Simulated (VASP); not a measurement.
# SiNi3 (Pm-3m) in VASP: settings compared

Aim: see how the results for SiNi3 move with the level of theory and the settings. Levels: PBE, PBEsol. Tasks: single point.

Everything below comes from runs of VASP 6.6.1. Logs are shortened: lines on timing, memory, paths and dates and some standing lists are left out, and cuts for length are marked.

## Step 1: The cell of the first run

The structure is cubic, space group Pm-3m (No. 221). Conventional cell: a = 3.542 Å, b = 3.542 Å, c = 3.542 Å, α = 90.00°, β = 90.00°, γ = 90.00°. Within 3.3 Å of Ni (site symmetry 4/mmm) lie 8 Ni at 2.50 Å and 4 Si at 2.50 Å. Si (site symmetry m-3m) has 12 Ni at 2.50 Å within 3.3 Å.

## Step 2: Single point, PBE, collinear spin, ferromagnetic start

The input, INCAR:

```
  ALGO = Normal
  EDIFF = 1E-6
  ENCUT = 520
  GGA = PE
  ISIF = 2
  ISMEAR = -1
  ISPIN = 2
  LASPH = T
  LCHARG = T
  LELF = T
  LMAXMIX = 4
  LORBIT = 11
  LREAL = F
  LVHAR = T
  LWAVE = F
  MAGMOM = 1 1 1 0
  NBANDS = 29
  NELM = 150
  PREC = Accurate
  SIGMA = 0.05
```

The input, KPOINTS:

```
k-points
0
Gamma
  4 4 4
```

The input, POSCAR:

```
SiNi3
1.0
    3.5420000000      0.0000000000      0.0000000000
    0.0000000000      3.5420000000      0.0000000000
    0.0000000000      0.0000000000      3.5420000000
Ni Si
3 1
Direct
    0.5000000000      0.5000000000      0.0000000000
    0.5000000000      0.0000000000      0.5000000000
    0.0000000000      0.5000000000      0.5000000000
    0.0000000000      0.0000000000      0.0000000000
```

Potentials or basis: VASP PAW PBE potentials, release 64 (Ni, Si).

Started as:

```console
$ cat potpaw_PBE.64/Ni/POTCAR potpaw_PBE.64/Si/POTCAR > POTCAR
$ mpirun -np 1 vasp_std > vasp.out
```

OUTCAR:

```text
EDIFF = 1E-6
   ENCUT = 520
   GGA = PE
   ISIF = 2
   ISMEAR = -1
   ISPIN = 2
   LASPH = T
   LORBIT = 11
   LREAL = F
   NELM = 150
   PREC = Accurate

 ion  position               nearest neighbor table
   1  0.500  0.500  0.000-   2 2.50   3 2.50   4 2.50   2 2.50   3 2.50   2 2.50   4 2.50   2 2.50
                             3 2.50   4 2.50   3 2.50   4 2.50
   2  0.500  0.000  0.500-   1 2.50   3 2.50   4 2.50   1 2.50   4 2.50   1 2.50   3 2.50   1 2.50
                             3 2.50   4 2.50   4 2.50   3 2.50
   3  0.000  0.500  0.500-   1 2.50   2 2.50   4 2.50   1 2.50   4 2.50   2 2.50   4 2.50   4 2.50
                             1 2.50   2 2.50   1 2.50   2 2.50
   4  0.000  0.000  0.000-   1 2.50   2 2.50   3 2.50   2 2.50   3 2.50   1 2.50   3 2.50   3 2.50
                             1 2.50   2 2.50   2 2.50   1 2.50

  LATTYP: Found a simple cubic cell.
 ALAT       =     3.5420000000

  Lattice vectors:

 A1 = (   3.5420000000,   0.0000000000,   0.0000000000)
 A2 = (   0.0000000000,   3.5420000000,   0.0000000000)
 A3 = (   0.0000000000,   0.0000000000,   3.5420000000)

Analysis of symmetry for initial positions (statically):
=====================================================================
 Subroutine PRICEL returns:
 Original cell was already a primitive cell.

 Routine SETGRP: Setting up the symmetry group for a
 simple cubic supercell.

 Subroutine GETGRP returns: Found 48 space group operations
 (whereof 48 operations were pure point group operations)
 out of a pool of 48 trial point group operations.

The static configuration has the point symmetry O_h .

Analysis of symmetry for dynamics (positions and initial velocities):
=====================================================================
 Subroutine PRICEL returns:
 Original cell was already a primitive cell.

 Routine SETGRP: Setting up the symmetry group for a
 simple cubic supercell.

 Subroutine GETGRP returns: Found 48 space group operations
 (whereof 48 operations were pure point group operations)
 out of a pool of 48 trial point group operations.

The dynamic configuration has the point symmetry O_h .

Analysis of structural, dynamic, and magnetic symmetry:
=====================================================================
 Subroutine PRICEL returns:
[... 121 lines left out ...]
  Thomas-Fermi vector in A             =   2.609237
   LORBIT       =     11    0 simple, 1 ext, 2 COOP (PROOUT), +10 PAW based schemes
   GGA     = PE    functional components
   LHFCALC =     F    Hartree Fock is set to
   AEXX    =    0.0000 exact exchange contribution
   IVDW    =     0    specifies the selected vdW correction
   LEPSILON=     F    determine dielectric tensor
   LRPA    =     F    only Hartree local field effects (RPA)
 spin polarized calculation
  energy-cutoff  :      520.00
  volume of cell :       44.44
 maximum number of plane-waves:      1222
 NGX is ok and might be reduce to    28
   NGX = 13   NGY = 13   NGZ = 13

 number of electron      33.9999988 magnetization       0.0606670

 number of electron      33.9999988 magnetization      -0.0014649

 Free energy of the ion-electron system (eV)
  ---------------------------------------------------
  ext. energy  EPLUGINS =         0.00000000
  ---------------------------------------------------
  free energy    TOTEN  =       -23.68288258 eV

  energy without entropy =      -23.66554836  energy(sigma->0) =      -23.67421547

 E-fermi :  10.2519     XC(G=0): -12.9311

 val. band max:       10.2243578258   @ k =   0.5000   0.0000   0.0000
 cond. band min:      10.4061034752   @ k =   0.5000   0.5000   0.2500
 fundamental gap:      0.1817456493
 Fermi energy:        10.2519071991

 spin component 1

 k-point     1 :       0.0000    0.0000    0.0000
  band No.  band energies     occupation
      1      -1.4809      1.00000
      2       5.5218      1.00000
      3       6.3276      1.00000
      4       6.3276      1.00000
      5       6.8254      1.00000
      6       6.8254      1.00000
[... 309 lines left out ...]
     28      26.8001      0.00000
     29      31.2440      0.00000
 Fermi energy:        10.2519071991

 spin component 2

 k-point     1 :       0.0000    0.0000    0.0000
  band No.  band energies     occupation
      1      -1.4807      1.00000
      2       5.5217      1.00000
      3       6.3275      1.00000
      4       6.3275      1.00000
      5       6.8248      1.00000
      6       6.8248      1.00000
[... 309 lines left out ...]
     28      26.8002      0.00000
     29      31.2450      0.00000

------------------------ aborting loop because EDIFF is reached ----------------------------------------

  FORCE on cell =-STRESS in cart. coord.  units (eV):
  Direction    XX          YY          ZZ          XY          YZ          ZX
  --------------------------------------------------------------------------------------
  -------------------------------------------------------------------------------------
  Total       -1.6326042     -1.6326042     -1.6326042      0.0000000     -0.0000000      0.0000000
  in kB      -58.8634646    -58.8634646    -58.8634646      0.0000000     -0.0000000      0.0000000
  external PRESSURE =     -58.8634646 kB  Pullay stress =       0.0000000 kB

 VOLUME and BASIS-vectors are now :
 -----------------------------------------------------------------------------
  energy-cutoff  :      520.00
  volume of cell :       44.44
      direct lattice vectors                 reciprocal lattice vectors
     3.542000000  0.000000000  0.000000000     0.282326369  0.000000000  0.000000000
     0.000000000  3.542000000  0.000000000     0.000000000  0.282326369  0.000000000
     0.000000000  0.000000000  3.542000000     0.000000000  0.000000000  0.282326369

 POSITION                                       TOTAL-FORCE (eV/Angst)
 -----------------------------------------------------------------------------------
      1.77100      1.77100      0.00000         0.000000      0.000000      0.000000
      1.77100      0.00000      1.77100         0.000000      0.000000      0.000000
      0.00000      1.77100      1.77100         0.000000      0.000000      0.000000
      0.00000      0.00000      0.00000         0.000000      0.000000      0.000000
 -----------------------------------------------------------------------------------
    total drift:                                0.000000      0.000000      0.000000

  FREE ENERGIE OF THE ION-ELECTRON SYSTEM (eV)
  ---------------------------------------------------
  free  energy   TOTEN  =       -23.6828825825 eV

  energy  without entropy=      -23.6655483587  energy(sigma->0) =      -23.67421547

 total charge

# of ion       s       p       d       tot
------------------------------------------
    1        0.472   0.539   8.393   9.403
    2        0.472   0.539   8.393   9.403
    3        0.472   0.539   8.393   9.403
    4        0.733   0.802   0.000   1.535
--------------------------------------------------
tot          2.149   2.419  25.178  29.746

 magnetization (x)

# of ion       s       p       d       tot
------------------------------------------
    1        0.000   0.000  -0.000  -0.000
    2        0.000   0.000  -0.000  -0.000
    3        0.000   0.000  -0.000  -0.000
    4        0.000   0.000   0.000   0.000
--------------------------------------------------
tot          0.000   0.000  -0.001  -0.001
```

stdout:

```text
POSCAR found type information on POSCAR NiSi
 POSCAR found :  2 types and       4 ions
 scaLAPACK will be used
 LDA part: xc-table for (Slater+PW92), standard interpolation
 POSCAR, INCAR and KPOINTS ok, starting setup
 FFT: planning ... GRIDC
 FFT: planning ... GRID_SOFT
 FFT: planning ... GRID
 WAVECAR not read
 entering main loop
```

It took 30 s on 1 thread of Intel Xeon Platinum 8259CL at 2.50GHz (Skylake/Cascade Lake), shared host; peak memory 0.17 GiB.

Results:

```yaml
Free_energy: -23.6829 eV
Pressure: -5.9 GPa
Band_gap_on_the_k_mesh: zero (filled and empty bands overlap)
Net_moment: 0.00 μB per cell
Valence_electrons_inside_the_program's_atomic_spheres: Ni 9.40; Si 1.53
```

Caveat: the k points lie up to 0.44 Å⁻¹ apart.

## Step 3: Single point, PBEsol, collinear spin, ferromagnetic start

The input, INCAR:

```
ALGO     = Normal         # electronic algorithm
EDIFF    = 1E-7           # SCF threshold, eV
ENCUT    = 520            # plane-wave cutoff, eV
GGA      = PS             # functional
ISIF     = 2              # what is computed and relaxed
ISMEAR   = -1             # smearing method
ISPIN    = 2              # spin polarisation
LASPH    = True           # aspherical terms in the spheres
LCHARG   = False          # write CHGCAR
LMAXMIX  = 4              # l up to which the mixer works
LORBIT   = 11             # projections on sites
LREAL    = False          # projectors in reciprocal space
LWAVE    = False          # write WAVECAR
MAGMOM   = 1 1 1 0        # initial moments
NBANDS   = 29             # bands
NELM     = 150            # most SCF steps
PREC     = Accurate       # precision mode
SIGMA    = 0.05           # smearing width, eV
```

KPOINTS is that of step 2.

POSCAR is that of step 2.

Potentials or basis: VASP PAW PBE potentials, release 64 (Ni, Si).

Started as:

```console
$ cat potpaw_PBE.64/Ni/POTCAR potpaw_PBE.64/Si/POTCAR > POTCAR
$ mpirun -np 1 vasp_std > vasp.out
```

Run time: 32 s. Hardware: 1 thread of Intel Xeon Platinum 8259CL at 2.50GHz (Skylake/Cascade Lake), shared host; peak memory 0.18 GiB.

Results (log left out):

```yaml
Free_energy: -26.1825 eV
Pressure: -13.8 GPa
Band_gap_on_the_k_mesh: zero (filled and empty bands overlap)
Net_moment: 0.00 μB per cell
Valence_electrons_inside_the_program's_atomic_spheres: Ni 9.41; Si 1.53
```

Levels at points of the mesh, in eV from the Fermi level:
Spin up:
```csv
k point,band 14,band 15,band 16,band 17,band 18,band 19,band 20,band 21
"(0.00, 0.00, 0.00)",-0.63,-0.63,-0.34,-0.03,-0.03,-0.03,4.51,6.13
"(0.50, 0.00, 0.00)",-1.27,-1.15,-0.57,-0.03,3.46,3.46,4.91,5.12
"(0.50, 0.50, 0.00)",-1.41,-1.12,-1.02,-0.97,0.57,0.57,5.39,6.13
"(0.50, 0.50, 0.50)",-1.24,-1.24,-0.42,-0.26,-0.26,-0.26,1.05,3.82
```
Spin down:
| k point | band 13 | band 14 | band 15 | band 16 | band 17 | band 18 | band 19 | band 20 | band 21 | band 22 |
| --- | --- | --- | --- | --- | --- | --- | --- | --- | --- | --- |
| (0.00, 0.00, 0.00) | -0.89 | -0.63 | -0.63 | -0.34 | -0.03 | -0.03 | -0.03 | 4.51 | 6.13 | 6.13 |
| (0.50, 0.00, 0.00) | -1.32 | -1.27 | -1.15 | -0.57 | -0.03 | 3.46 | 3.46 | 4.91 | 5.12 | 5.12 |
| (0.50, 0.50, 0.00) | -1.42 | -1.41 | -1.12 | -1.02 | -0.97 | 0.57 | 0.57 | 5.39 | 6.13 | 7.50 |
| (0.50, 0.50, 0.50) | -1.42 | -1.24 | -1.24 | -0.42 | -0.26 | -0.26 | -0.26 | 1.05 | 3.82 | 3.82 |

Caveat: the k points lie up to 0.44 Å⁻¹ apart; the PAW data sets were made with another functional, which shifts forces and pressure a little.
